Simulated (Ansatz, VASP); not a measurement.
# One calculation of CsSnI3, two programs

```xyz
5
Lattice="6.1791 0.0000 0.0000 0.0000 6.1791 0.0000 0.0000 0.0000 6.2591" Properties=species:S:1:pos:R:3 pbc="T T T"
Cs    0.0000    0.0000    0.0000
Sn    3.0895    3.0895    3.1295
I     3.0895    3.0895    0.0000
I     3.0895    0.0000    3.1295
I     0.0000    3.0895    3.1295
```

Change from the starting cell: epitaxial_xy strain -1.0%.

Alike in both runs: task single point; functional r2SCAN; k mesh 4 × 4 × 4; no spin polarisation.

|  | VASP | Ansatz |
| --- | --- | --- |
| version | VASP 6.6.1 | Ansatz 0.2.0 |
| potentials or method | VASP PAW PBE potentials, release 64 (Cs_sv, Sn_d, I) | plane waves, PAW |
| plane-wave cutoff (eV) | 520 | 500 |
| occupations | gaussian, width 0.01 eV | fixed |
| valence electrons in the cell | 44 | 74 |

```csv
,VASP,Ansatz,Ansatz less VASP
gap on the k mesh at the Fermi level (eV),0.36,0.36,+0.001
pressure (GPa),0.3,0.3,0.00
"traceless stress, the component that is largest in VASP (GPa)",-0.33,-0.33,-0.001
```

VASP's potentials were made for PBE, not for r2SCAN. VASP's potentials hold 44 valence electrons a cell and Ansatz's 74, so a difference there can come from the potentials and not from the codes.

Spin-orbit coupling is off throughout.
